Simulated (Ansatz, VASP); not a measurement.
**Ge in VASP and in Ansatz**

The input INCAR:

```
SYSTEM = Ge
ALGO = Fast ; EDIFF = 1E-7
ENCUT = 520 ; ISIF = 2
ISMEAR = 0 ; LASPH = .True.
LCHARG = .False. ; LREAL = .False.
LWAVE = .False. ; NBANDS = 66
NELM = 60 ; PREC = Accurate
SIGMA = 0.15
```

The input KPOINTS:

```
k-points
0
Gamma
  9 9 9
  0 0 0
```

Contents of POSCAR:

```
Ge
1.0
    5.0265000000      2.9020511281      1.9360574366
   -5.0265000000      2.9020511281      1.9360574366
    0.0000000000     -5.8041022562      1.9360574366
Ge
8
Direct
    0.7160372198      0.7160372198      0.7160372198
    0.2839627802      0.2839627802      0.2839627802
    0.0289443365      0.7253625346      0.5322921793
    0.5322921793      0.0289443365      0.7253625346
    0.7253625346      0.5322921793      0.0289443365
    0.9710556635      0.2746374654      0.4677078207
    0.4677078207      0.9710556635      0.2746374654
    0.2746374654      0.4677078207      0.9710556635
```

Input for Ansatz:

```yaml
crystal:
  lattice:
    - [5.0265, 2.9020511281, 1.9360574366]
    - [-5.0265, 2.9020511281, 1.9360574366]
    - [0.0, -5.8041022562, 1.9360574366]
  atoms:
    - { symbol: Ge, position: [0.7160372198, 0.7160372198, 0.7160372198] }
    - { symbol: Ge, position: [0.2839627802, 0.2839627802, 0.2839627802] }
    - { symbol: Ge, position: [0.0289443365, 0.7253625346, 0.5322921793] }
    - { symbol: Ge, position: [0.5322921793, 0.0289443365, 0.7253625346] }
    - { symbol: Ge, position: [0.7253625346, 0.5322921793, 0.0289443365] }
    - { symbol: Ge, position: [0.9710556635, 0.2746374654, 0.4677078207] }
    - { symbol: Ge, position: [0.4677078207, 0.9710556635, 0.2746374654] }
    - { symbol: Ge, position: [0.2746374654, 0.4677078207, 0.9710556635] }
basis:
  ecutwfc: 420
kpoints:
  mp_grid: { grid: [9, 9, 9] }
hamiltonian:
  xc: lda
  pseudopotentials: { kind: paw, azcp: { folder: soft_1 } }
scf:
  occupations: { method: gaussian, width: 0.15 }
output:
  forces: true
  stress: true
  eigenvalues: true
```

Alike in both runs: task single point; functional LDA; k mesh 9 × 9 × 9; occupations gaussian, width 0.15 eV; no spin polarisation.

```csv
,VASP,Ansatz
version,VASP 6.6.1,Ansatz 0.2.0
potentials or method,"VASP PAW LDA potentials, release 64 (Ge_d), cutoff 520 eV","scalar-relativistic, plane waves, PAW"
valence electrons in the cell,112,112
```

```csv
,VASP,Ansatz,Ansatz less VASP
gap on the k mesh at the Fermi level (eV),none,none,-
pressure (GPa),-3.9,-3.9,-0.03
"traceless stress, the component that is largest in VASP (GPa)",2.41,2.40,-0.013
rms of the force components (eV/Å),0.130,0.131,+0.0002
```

Ansatz warns that its potentials were made for another functional, while VASP's fit it. LDA's correlation is that of Perdew and Zunger in VASP and of Perdew and Wang (1992) in Ansatz. Atom by atom the forces differ by 0.003 eV/Å (rms over components). A gap of «none» marks a metal or a gap that the smearing closes.
